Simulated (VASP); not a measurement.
# TiC: relaxation of cell and atoms with BLYP+D3(BJ)

The system is TiC.

```
Ti C
1.0
     0.00000    2.16572    2.16572
     2.16572    0.00000    2.16572
     2.16572    2.16572    0.00000
Ti C
1 1
Direct
  0.00000 0.00000 0.00000
  0.50000 0.50000 0.50000
```

```yaml
Program: VASP 6.6.1
Task: relaxation of cell and atoms
Functional: BLYP
Dispersion: D3(BJ)
Potentials_or_basis: VASP PAW PBE potentials, release 64 (Ti_sv, C)
Cutoff: 600 eV
k_mesh: 11 × 11 × 11
Occupations: fermi-dirac, width 0.05 eV
Spin: no spin polarisation
Dipole_correction: no
Further_INCAR_settings: ALGO = Normal; EDIFF = 1e-06; IBRION = 2; EDIFFG = -0.01; NSW = 60; ISIF = 3
```

* Relaxed volume: 9.84 Å³/atom
* Relaxed cell: a = 3.031 Å, b = 3.031 Å, c = 3.031 Å, α = 60.00°, β = 60.00°, γ = 60.00°
* Space group after relaxing (to 0.05 Å): Fm-3m (No. 225)
* Energy gained by relaxing: 7.9 meV/atom
* Ionic steps: 3
* Pressure after relaxing: 0.0 GPa
* Band gap on the k mesh: zero (band 8 reaches 10.92 eV, above the bottom of band 9 at 9.81 eV)
* Dispersion energy per atom: -1.041 eV

The path:
```csv
step,energy change (eV),largest force (eV/Å),pressure (GPa),volume (Å³)
1,0.0000,0.0000,-7.80,20.32
2,0.0115,0.0000,11.53,18.90
3,-0.0159,0.0000,0.03,19.69
```

Final structure:
```
CELL_PARAMETERS angstrom
0.00000 2.14315 2.14315
2.14315 0.00000 2.14315
2.14315 2.14315 0.00000
ATOMIC_POSITIONS crystal
Ti 0.00000 0.00000 0.00000
C 0.50000 0.50000 0.50000
```

Levels at points of the mesh, in eV from the Fermi level:
```tsv
k point	band 5	band 6	band 7	band 8	band 9	band 10	band 11	band 12
(0.00, 0.00, 0.00)	-12.44	0.63	0.63	0.63	1.59	1.59	1.59	1.63
```

Run time: 56 s on 1 thread of Intel(R) Xeon(R) Platinum 8259CL CPU @ 2.50GHz (Skylake/Cascade Lake), on a shared host, peak memory 0.16 GiB.

Caveat: the PAW data sets were made with another functional, which shifts forces and pressure a little; pairwise dispersion overbinds metals, which lowers pressure and volume.
